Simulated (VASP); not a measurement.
# LiSc12 (a cell with a defect) in VASP: further runs

Runs on LiSc12 (a cell with a defect). Level: PBE. Tasks: single point.

Everything below comes from runs of VASP 6.6.1. Logs are shortened: lines on timing, memory, paths and dates and some standing lists are left out, and cuts for length are marked.

## (1) The cell of the first run

The cell holds a defect, 13 atoms: a = 6.620 Å, b = 9.930 Å, c = 5.276 Å, α = 90.00°, β = 90.00°, γ = 120.00°.

## (2) Single point, PBE

INCAR

```
SYSTEM = LiSc12
ALGO = Normal
EDIFF = 1E-6
ENCUT = 520
GGA = PE
ISIF = 2
ISMEAR = -1
LASPH = .TRUE.
LCHARG = .FALSE.
LREAL = .FALSE.
LWAVE = .FALSE.
NBANDS = 80
NELM = 100
PREC = Accurate
SIGMA = 0.15
```

KPOINTS

```
k-points
0
G
  3 2 3
  0 0 0
```

POSCAR

```
LiSc12
1.0
    6.6200000000      0.0000000000      0.0000000000
   -4.9650000000      8.5996320000      0.0000000000
    0.0000000000      0.0000000000      5.2761400000
Sc Li
12 1
Direct
    0.0093931022     -0.0104402142     -0.0017590511
    0.1653653088      0.2008892939      0.4966039567
    0.0241407660      0.3312044050     -0.0041962495
    0.1833243546      0.5596725534      0.4918423317
    0.0101009469      0.6564383220     -0.0092169654
    0.2430093549      0.9144070351      0.5063309541
    0.5246100118     -0.0010549289      0.0045690600
    0.6942074723      0.2207614233      0.5004759161
    0.5026126133      0.3120707956     -0.0000119405
    0.6245137871      0.4929023707      0.5024842025
    0.5094813004      0.6592171619     -0.0065292051
    0.6651446024      0.9066683319      0.5061249322
   -0.1554509630      0.7581475579      0.4678787902
```

Potentials or basis: VASP PAW PBE potentials, release 64 (Sc_sv, Li_sv).

On the command line:

```sh
$ cat potpaw_PBE.64/Sc_sv/POTCAR potpaw_PBE.64/Li_sv/POTCAR > POTCAR
$ mpirun -np 1 vasp_std > vasp.out
```

OUTCAR:

```text
SYSTEM = LiSc12
   EDIFF = 1E-6
   ENCUT = 520
   GGA = PE
   ISIF = 2
   ISMEAR = -1
   LASPH = .TRUE.
   LREAL = .FALSE.
   NELM = 100
   PREC = Accurate

 ion  position               nearest neighbor table
   1  0.009  0.990  0.998-   2 3.20   2 3.21   9 3.23   7 3.26  12 3.28   6 3.29  11 3.30   5 3.31
                            12 3.34   3 3.34   6 3.36   7 3.37
   2  0.165  0.201  0.497-  10 2.97   6 3.13  12 3.14   1 3.20   1 3.21   8 3.22   9 3.26   3 3.27
                             3 3.28   9 3.29   8 3.41
   3  0.024  0.331  0.996-   8 3.23  11 3.24   8 3.27   9 3.27   2 3.27   4 3.27   5 3.28   2 3.28
                             7 3.30   4 3.31   1 3.34   9 3.36
   4  0.183  0.560  0.492-   5 3.20   5 3.21  11 3.23  11 3.24   3 3.27  10 3.30   8 3.30   3 3.31
                            12 3.33   6 3.34  10 3.42
   5  0.010  0.656  0.991-   4 3.20   4 3.21   3 3.28  11 3.29   1 3.31  11 3.33   9 3.39   6 3.39
                             7 3.40  10 3.41
   6  0.243  0.914  0.506-  13 2.31  12 2.83   8 3.02   7 3.09   7 3.10   2 3.13   1 3.29   4 3.34
                             1 3.36   5 3.39
   7  0.525  0.999  0.005-  12 3.08   6 3.09  12 3.09   6 3.10   9 3.18   8 3.24   1 3.26   8 3.27
                             3 3.30  11 3.33   1 3.37   5 3.40
   8  0.694  0.221  0.500-  10 2.96   6 3.02  12 3.03   2 3.22   3 3.23   7 3.24   9 3.24   9 3.25
                             3 3.27   7 3.27   4 3.30   2 3.41
   9  0.503  0.312  1.000-  10 3.05  10 3.07   7 3.18   1 3.23   8 3.24   8 3.25   2 3.26   3 3.27
                             2 3.29   3 3.36   5 3.39  11 3.42
  10  0.625  0.493  0.502-  13 2.29   8 2.96   2 2.97   9 3.05   9 3.07   4 3.30  11 3.36   5 3.41
                             4 3.42
  11  0.509  0.659  0.993-   4 3.23   3 3.24   4 3.24   5 3.29   1 3.30   7 3.33   5 3.33  12 3.34
                            10 3.36   9 3.42
  12  0.665  0.907  0.506-  13 2.32   6 2.83   8 3.03   7 3.08   7 3.09   2 3.14   1 3.28   4 3.33
                             1 3.34  11 3.34
  13  0.845  0.758  0.468-  10 2.29   6 2.31  12 2.32

  LATTYP: Found a simple monoclinic cell.
 ALAT       =     6.6200000000
 B/A-ratio  =     0.7970000000
 C/A-ratio  =     1.3228756170
 COS(beta)  =    -0.1889822420

  Lattice vectors:

 A1 = (   6.6200000000,   0.0000000000,   0.0000000000)
 A2 = (   0.0000000000,   0.0000000000,   5.2761400000)
 A3 = (  -1.6550000000,  -8.5996320000,   0.0000000000)

Analysis of symmetry for initial positions (statically):
=====================================================================
 Subroutine PRICEL returns:
 Original cell was already a primitive cell.

 Routine SETGRP: Setting up the symmetry group for a
 simple monoclinic supercell.

 Subroutine GETGRP returns: Found  1 space group operations
 (whereof  1 operations were pure point group operations)
 out of a pool of  4 trial point group operations.

The static configuration has the point symmetry C_1 .

Analysis of symmetry for dynamics (positions and initial velocities):
=====================================================================
 Subroutine PRICEL returns:
 Original cell was already a primitive cell.

 Routine SETGRP: Setting up the symmetry group for a
 simple monoclinic supercell.

 Subroutine GETGRP returns: Found  1 space group operations
 (whereof  1 operations were pure point group operations)
 out of a pool of  4 trial point group operations.

The dynamic configuration has the point symmetry C_1 .

 Subroutine INISYM returns: Found  1 space group operations
 (whereof  1 operations are pure point group operations),
 and found     1 'primitive' translations

----------------------------------------------------------------------------------------

                                     Primitive cell

  volume of cell :     300.3683

  direct lattice vectors                    reciprocal lattice vectors
     6.620000000  0.000000000  0.000000000     0.151057402  0.087213034  0.000000000
    -4.965000000  8.599632000  0.000000000     0.000000000  0.116284046  0.000000000
     0.000000000  0.000000000  5.276140000     0.000000000  0.000000000  0.189532499

  length of vectors
     6.620000000  9.929999775  5.276140000     0.174426065  0.116284046  0.189532499

[... 66 lines left out ...]
|                                                                             |
|     Results are often still useful ...                                      |
|                                                                             |
 -----------------------------------------------------------------------------

 Subroutine IBZKPT returns following result:
 ===========================================

 Found     10 irreducible k-points:

 Following reciprocal coordinates:
            Coordinates               Weight
  0.000000  0.000000  0.000000      1.000000
  0.333333  0.000000  0.000000      2.000000
  0.000000  0.500000  0.000000      1.000000
  0.333333  0.500000  0.000000      2.000000
  0.000000  0.000000  0.333333      2.000000
  0.333333  0.000000  0.333333      2.000000
 -0.333333 -0.000000  0.333333      2.000000
  0.000000  0.500000  0.333333      2.000000
  0.333333  0.500000  0.333333      2.000000
 -0.333333  0.500000  0.333333      2.000000
   k-points           NKPTS =     10   k-points in BZ     NKDIM =     10   number of bands    NBANDS=     80
   number of dos      NEDOS =    301   number of ions     NIONS =     13
   total plane-waves  NPLWV = 160000
   dimension x,y,z NGX =    50 NGY =   80 NGZ =   40
   dimension x,y,z NGXF=   100 NGYF=  160 NGZF=   80
   ions per type =              12   1
   NGX,Y,Z   is equivalent  to a cutoff of  12.56, 13.39, 12.60 a.u.
   NGXF,Y,Z  is equivalent  to a cutoff of  25.11, 26.79, 25.21 a.u.
 SYSTEM =  LiSc12
   PREC   = accura    normal or accurate (medium, high low for compatibility)
   ISTART =      0    job   : 0-new  1-cont  2-samecut
   ICHARG =      2    charge: 1-file 2-atom 10-const
   ISPIN  =      1    spin polarized calculation?
   LNONCOLLINEAR =      F non collinear calculations
   LSORBIT =      F    spin-orbit coupling
   LASPH  =      T    aspherical Exc in radial PAW
   ENCUT  =  520.0 eV  38.22 Ry    6.18 a.u.  12.31 18.46  9.81*2*pi/ulx,y,z
   NELM   =    100;   NELMIN=  2; NELMDL= -5     # of ELM steps
   EDIFF  = 0.1E-05   stopping-criterion for ELM
   LREAL  =      F    real-space projection
   EDIFFG = 0.1E-04   stopping-criterion for IOM
   NSW    =      0    number of steps for IOM
   IBRION =     -1    ionic relax: 0-MD 1-quasi-New 2-CG
   NFREE  =      0    steps in history (QN), initial steepest desc. (CG)
   ISIF   =      2    stress and relaxation
   ISYM   =      2    0-nonsym 1-usesym 2-fastsym
   POTIM  = 0.5000    time-step for ionic-motion
   TEBEG  =    0.0;   TEEND  =   0.0 temperature during run
   PSTRESS=    0.0 pullay stress
   NELECT =     135.0000    total number of electrons
   NUPDOWN=      -1.0000    fix difference up-down
   EMIN   =  10.00;   EMAX   =-10.00  energy-range for DOS
   EFERMI =   0.00;   METHOD = LEGACY
   ISMEAR =    -1;   SIGMA  =   0.15  broadening in eV -4-tet -1-fermi 0-gaus
   EFERMI_NEDOS =   21; number of points for ismear=-14 and -15
   IALGO  =     38    algorithm
   IMIX   =      4    mixing-type and parameters
     AMIX     =   0.40;   BMIX     =  1.00
     AMIX_MAG =   1.60;   BMIX_MAG =  1.00
  volume/ion in A,a.u.               =      23.11       155.92
  Fermi-wavevector in a.u.,A,eV,Ry     =   1.254011  2.369737 21.395756  1.572544
  Thomas-Fermi vector in A             =   2.387836
   LORBIT       =      0    0 simple, 1 ext, 2 COOP (PROOUT), +10 PAW based schemes
   GGA     = PE    functional components
   LHFCALC =     F    Hartree Fock is set to
   AEXX    =    0.0000 exact exchange contribution
   IVDW    =     0    specifies the selected vdW correction
   LEPSILON=     F    determine dielectric tensor
   LRPA    =     F    only Hartree local field effects (RPA)
 non-spin polarized calculation
  energy-cutoff  :      520.00
  volume of cell :      300.37
 maximum number of plane-waves:      8103
 NGX is ok and might be reduce to    50
   NGX = 25   NGY = 37   NGZ = 19

 number of electron     135.0000008 magnetization

 Free energy of the ion-electron system (eV)
  ---------------------------------------------------
  ext. energy  EPLUGINS =         0.00000000
  ---------------------------------------------------
  free energy    TOTEN  =       -75.84276455 eV

  energy without entropy =      -74.32469098  energy(sigma->0) =      -75.08372777

 E-fermi :   3.7402     XC(G=0):  -9.9098

 val. band max:        3.7394231513   @ k =   0.0000   0.0000   0.3333
 cond. band min:       3.7434882874   @ k =   0.0000   0.5000   0.0000
 fundamental gap:      0.0040651361
 Fermi energy:         3.7402243022

 k-point     1 :       0.0000    0.0000    0.0000
  band No.  band energies     occupation
      1     -45.7819      2.00000
      2     -45.7309      2.00000
      3     -45.7052      2.00000
      4     -45.6679      2.00000
      5     -45.6473      2.00000
      6     -45.5650      2.00000
[... 809 lines left out ...]
     78       4.7880      0.00185
     79       4.8038      0.00166
 [bands above 79 left out]

------------------------ aborting loop because EDIFF is reached ----------------------------------------

  FORCE on cell =-STRESS in cart. coord.  units (eV):
  Direction    XX          YY          ZZ          XY          YZ          ZX
  --------------------------------------------------------------------------------------
  -------------------------------------------------------------------------------------
  Total        7.3453574      7.9283078     -0.9416289      0.0690733      0.0596271     -0.0242488
  in kB       39.1804436     42.2899251     -5.0226881      0.3684400      0.3180535     -0.1293441
  external PRESSURE =      25.4825602 kB  Pullay stress =       0.0000000 kB

 VOLUME and BASIS-vectors are now :
 -----------------------------------------------------------------------------
  energy-cutoff  :      520.00
  volume of cell :      300.37
      direct lattice vectors                 reciprocal lattice vectors
     6.620000000  0.000000000  0.000000000     0.151057402  0.087213034  0.000000000
    -4.965000000  8.599632000  0.000000000     0.000000000  0.116284046  0.000000000
     0.000000000  0.000000000  5.276140000     0.000000000  0.000000000  0.189532499

 POSITION                                       TOTAL-FORCE (eV/Angst)
 -----------------------------------------------------------------------------------
     -4.85098      8.50985      5.26686        -0.004670      0.003650      0.001217
      0.09730      1.72757      2.62015         0.004566      0.001716     -0.002389
     -1.48462      2.84824      5.25400         0.001821     -0.003157     -0.001024
     -1.56517      4.81298      2.59503         0.000519      0.000441     -0.003043
     -3.19235      5.64513      5.22751        -0.011047      0.001408      0.002361
     -2.93131      7.86356      2.67147         0.006305     -0.016815      0.001767
     -1.48684      8.59056      0.02411        -0.006374     -0.001871      0.007664
      3.49957      1.89847      2.64058        -0.011423      0.006265      0.002655
      1.77786      2.68369      5.27608        -0.007498      0.001237      0.003497
      1.68702      4.23878      2.65118         0.023417      0.007327     -0.000165
      0.09975      5.66903      5.24169         0.012326      0.002756     -0.002967
     -0.09835      7.79701      2.67039         0.001213     -0.000559      0.008442
      1.82671      6.51979      2.46859        -0.009155     -0.002398     -0.018016
 -----------------------------------------------------------------------------------
    total drift:                                0.000344     -0.000227      0.000216

  FREE ENERGIE OF THE ION-ELECTRON SYSTEM (eV)
  ---------------------------------------------------
  free  energy   TOTEN  =       -75.8427645513 eV

  energy  without entropy=      -74.3246909828  energy(sigma->0) =      -75.08372777
```

Run time: 8.3 min. Hardware: 1 thread of AMD EPYC 9R45 (Zen 5), shared host; peak memory 0.45 GiB.

What came out:

* Free energy: -75.8428 eV
* Largest force: 0.025 eV/Å
* Band gap on the k mesh: zero (an odd number of electrons rules out a gap without spin polarisation)

Forces in eV/Å, atoms in the order of the input:
```
Sc  -0.005  0.004  0.001
Sc   0.005  0.002 -0.002
Sc   0.002 -0.003 -0.001
Sc   0.001  0.000 -0.003
Sc  -0.011  0.001  0.002
Sc   0.006 -0.017  0.002
Sc  -0.006 -0.002  0.008
Sc  -0.011  0.006  0.003
Sc  -0.007  0.001  0.003
Sc   0.023  0.007  0.000
Sc   0.012  0.003 -0.003
Sc   0.001 -0.001  0.008
Li  -0.009 -0.002 -0.018
```

Caveat: the k points lie up to 0.40 Å⁻¹ apart, too coarse for converged energies and pressures of a metal; the cutoff is under 1.25 times the usual one of these potentials, so pressure, stress and relaxed cells hold a basis-set (Pulay) error.

## (3) Single point, PBE

INCAR

```
SYSTEM = LiSc12
PREC     = Accurate       ! precision mode
ENCUT    = 520            ! plane-wave cutoff, eV
EDIFF    = 1E-6           ! SCF threshold, eV
ISMEAR   = -1             ! smearing method
SIGMA    = 0.15           ! smearing width, eV
LREAL    = .FALSE.        ! projectors in reciprocal space
LASPH    = .TRUE.         ! aspherical terms in the spheres
NELM     = 100            ! most SCF steps
ALGO     = Normal         ! electronic algorithm
ISIF     = 2              ! what is computed and relaxed
LWAVE    = .FALSE.        ! write WAVECAR
LCHARG   = .TRUE.         ! write CHGCAR
GGA      = PE             ! functional
LELF     = .TRUE.         ! ELF
LVHAR    = .TRUE.       
NBANDS   = 80             ! bands
```

KPOINTS

```
Automatic mesh
0
G
  3 2 3
  0 0 0
```

POSCAR

```
LiSc12
1.0
    6.6200000000      0.0000000000      0.0000000000
   -4.9650000000      8.5996320000      0.0000000000
    0.0000000000      0.0000000000      5.2761400000
Sc Li
12 1
Direct
    0.0105163129     -0.0089742212     -0.0034472171
    0.1662293441      0.2015776954      0.4934160200
    0.0238634708      0.3308793911     -0.0080486871
    0.1836599299      0.5595282449      0.4840068687
    0.0103655890      0.6558225980     -0.0178598369
    0.2418033862      0.9137545653      0.5126226749
    0.5234374926     -0.0020495063      0.0096824573
    0.6936644838      0.2204245484      0.5012725212
    0.5034720456      0.3129238553      0.0003100752
    0.6262117748      0.4938722959      0.5047690167
    0.5088810119      0.6585821347     -0.0130491230
    0.6660260390      0.9063843662      0.5122682491
   -0.1551599263      0.7582755867      0.4369859405
```

Potentials or basis: VASP PAW PBE potentials, release 64 (Sc_sv, Li_sv).

On the command line:

```sh
$ cat potpaw_PBE.64/Sc_sv/POTCAR potpaw_PBE.64/Li_sv/POTCAR > POTCAR
$ mpirun -np 1 vasp_std > vasp.out
```

Run time: 7.8 min. Hardware: 1 thread of AMD EPYC 9R45 (Zen 5), shared host; peak memory 0.45 GiB.

Results (log left out):

- Free energy: -75.8472 eV
- Largest force: 0.020 eV/Å
- Band gap on the k mesh: zero (an odd number of electrons rules out a gap without spin polarisation)

Forces in eV/Å, atoms in the order of the input:
```
Sc  -0.003  0.001  0.001
Sc   0.002  0.001 -0.002
Sc   0.001 -0.003 -0.001
Sc   0.001  0.001 -0.004
Sc  -0.004  0.001  0.002
Sc   0.002 -0.012  0.002
Sc  -0.004 -0.001  0.009
Sc  -0.008  0.005  0.004
Sc  -0.004  0.002  0.004
Sc   0.015  0.006 -0.001
Sc   0.006  0.002 -0.004
Sc   0.001 -0.001  0.010
Li  -0.006  0.000 -0.019
```

Levels at points of the mesh, in eV from the Fermi level:
```tsv
k point	band 65	band 66	band 67	band 68	band 69	band 70	band 71	band 72
(0.00, 0.00, 0.00)	-0.46	-0.44	-0.27	-0.23	-0.21	0.02	0.29	0.38
(0.00, 0.50, 0.00)	-0.49	-0.31	-0.28	-0.20	-0.18	-0.09	0.00	0.61
```

Caveat: the k points lie up to 0.40 Å⁻¹ apart, too coarse for converged energies and pressures of a metal; the cutoff is under 1.25 times the usual one of these potentials, so pressure, stress and relaxed cells hold a basis-set (Pulay) error.
